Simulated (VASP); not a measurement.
Here is a VASP 6.6.1 calculation.

Contents of POSCAR:

```
KF
1.0
    4.4847157351      0.0000000000      0.0000000000
   -2.2423578675      3.8838777553      0.0000000000
    0.0000000000      0.0000000000      5.3302108128
K F
2 2
Direct
    0.3333333333      0.6666666667      0.2500000000
    0.6666666667      0.3333333333      0.7500000000
    0.6666666667      0.3333333333      0.2500000000
    0.3333333333      0.6666666667      0.7500000000
```

INCAR.step1

```
PREC = Accurate
ENCUT = 520
ISMEAR = 0
SIGMA = 0.01
LREAL = False
LASPH = True
NELM = 100
NBANDS = 24
GGA = PE
ALGO = Normal
EDIFF = 1E-4
LWAVE = True
LCHARG = False
```

The input INCAR.step2:

```
PREC = Accurate
ENCUT = 520
EDIFF = 1E-6
ISMEAR = 0
SIGMA = 0.01
LREAL = False
LASPH = True
NELM = 100
ALGO = Normal
ISIF = 2
LWAVE = False
LCHARG = False
METAGGA = R2SCAN
LMIXTAU = True
NBANDS = 24
ISTART = 1
```

Contents of KPOINTS:

```
regular mesh
0
Gamma
  6 6 6
```

Potentials or basis: VASP PAW PBE potentials, release 64 (K_sv, F).

Command:

```console
$ cat potpaw_PBE.64/K_sv/POTCAR potpaw_PBE.64/F/POTCAR > POTCAR
$ cp INCAR.step1 INCAR
$ mpirun -np 1 vasp_std > vasp.out
$ cp INCAR.step2 INCAR
$ mpirun -np 1 vasp_std > vasp.out
```

Task: What does it give for the band gap on the k mesh?

Result: 5.94 eV.

Task: What does it give for the pressure?

Result: -0.3 GPa.

Stress tensor (GPa, compression positive):
```
-0.14  0.00  0.00
 0.00 -0.14  0.00
 0.00  0.00 -0.70
```

Caveat: the cell differs from its parent crystal (uniaxial z strain +1.1%); the PAW data sets were made with another functional, which shifts forces and pressure a little. A k mesh can miss the band edges.
